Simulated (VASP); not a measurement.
A run of VASP 6.6.1 is set up as follows.

INCAR

```
PREC = Accurate ; ENCUT = 520
EDIFF = 1E-7 ; ISMEAR = -1
SIGMA = 0.1 ; LREAL = F
LASPH = T ; NELM = 80
ALGO = Normal ; ISIF = 2
LWAVE = F ; LCHARG = F
GGA = CA ; NBANDS = 12
```

Contents of KPOINTS:

```
Automatic mesh
0
Gamma
  10 10 10
```

Contents of POSCAR:

```
Ta
1.0
   -1.6305243426      1.6305243426      1.6305243426
    1.6305243426     -1.6305243426      1.6305243426
    1.6305243426      1.6305243426     -1.6305243426
Ta
1
Direct
    0.0000000000      0.0000000000      0.0000000000
```

Potentials or basis: VASP PAW LDA potentials, release 64 (Ta_pv).

The run is started by

```console
$ cat potpaw_LDA.64/Ta_pv/POTCAR > POTCAR
$ mpirun -np 1 vasp_std > vasp.out
```

Q: What does it give for the pressure?

A: 0.9 GPa.

Q: Predict the band gap on the k mesh.

A: Zero (an odd number of electrons rules out a gap without spin polarisation).

Caveat: spin-orbit coupling is left out, which moves the levels of the heavy elements.
